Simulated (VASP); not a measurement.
Crystal: TaN.

```
Ta N
1.0
     0.00000    2.15339    2.15339
     2.15339    0.00000    2.15339
     2.15339    2.15339    0.00000
Ta N
1 1
Direct
  0.50000 0.50000 0.50000
  0.00000 0.00000 0.00000
```

This cell differs from its parent crystal: volume scaled by 0.94.

Base run:

```yaml
Program: VASP 6.6.1
Functional: r2SCAN
Potentials_or_basis: VASP PAW PBE potentials, release 64 (Ta_pv, N)
Cutoff: 520 eV
k_mesh: 16 × 16 × 16
Occupations: gaussian, width 0.1 eV
Spin: no spin polarisation
```

Its results: band gap on the k mesh zero (band 8 reaches 12.47 eV, above the bottom of band 9 at 7.99 eV); pressure 27.3 GPa.

Question: The run is repeated on the same cell with these changes: potentials or basis from VASP PAW PBE potentials, release 64 (Ta_pv, N) to VASP PAW PBE potentials, release 64 (Ta_sv_GW, N); cutoff from 520 eV to 660 eV; further incar settings from ALGO = Normal; EDIFF = 1e-06; NBANDS = 15 to ALGO = Normal; EDIFF = 1e-06; NBANDS = 16; valence electrons from 16 to 18. What comes out?

Answer: Band gap on the k mesh zero (band 9 reaches 17.01 eV, above the bottom of band 10 at 12.53 eV); pressure 25.0 GPa.

Caveats: the PAW data sets were made with another functional, which shifts forces and pressure a little; spin-orbit coupling is left out, which moves the levels of the heavy elements.
